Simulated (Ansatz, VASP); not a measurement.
## HfN in VASP and in Ansatz

```
Hf N
1.0
     0.00000    2.45482    2.45482
     2.45482    0.00000    2.45482
     2.45482    2.45482    0.00000
Hf N
1 1
Direct
  0.00764 0.00764 0.99236
  0.75000 0.75000 0.75000
```

Change from the starting cell: all Hf atoms moved +0.037 Å, as atom 1 along Cartesian [0 0 1].

Alike in both runs: task single point; functional PBEsol; k mesh 16 × 16 × 16; occupations gaussian, width 0.15 eV; no spin polarisation.

|  | VASP | Ansatz |
| --- | --- | --- |
| version | VASP 6.6.1 | Ansatz 0.2.0 |
| potentials or method | VASP PAW PBE potentials, release 64 (Hf_pv, N), cutoff 520 eV | scalar-relativistic, plane waves, PAW |
| valence electrons in the cell | 15 | 31 |

|  | VASP | Ansatz | Ansatz less VASP |
| --- | --- | --- | --- |
| gap on the k mesh at the Fermi level (eV) | none | none | - |
| pressure (GPa) | -5.8 | -4.9 | +0.89 |
| traceless stress, the component that is largest in VASP (GPa) | -1.94 | -1.94 | -0.002 |
| rms of the force components (eV/Å) | 0.249 | 0.248 | -0.0009 |

VASP's potentials were made for PBE, not for PBEsol. Atom by atom the forces differ by 0.001 eV/Å (rms over components). A gap of «none» marks a metal or a gap that the smearing closes. VASP's potentials hold 15 valence electrons a cell and Ansatz's 31, so a difference there can come from the potentials and not from the codes.

Neither program's run includes spin-orbit coupling.
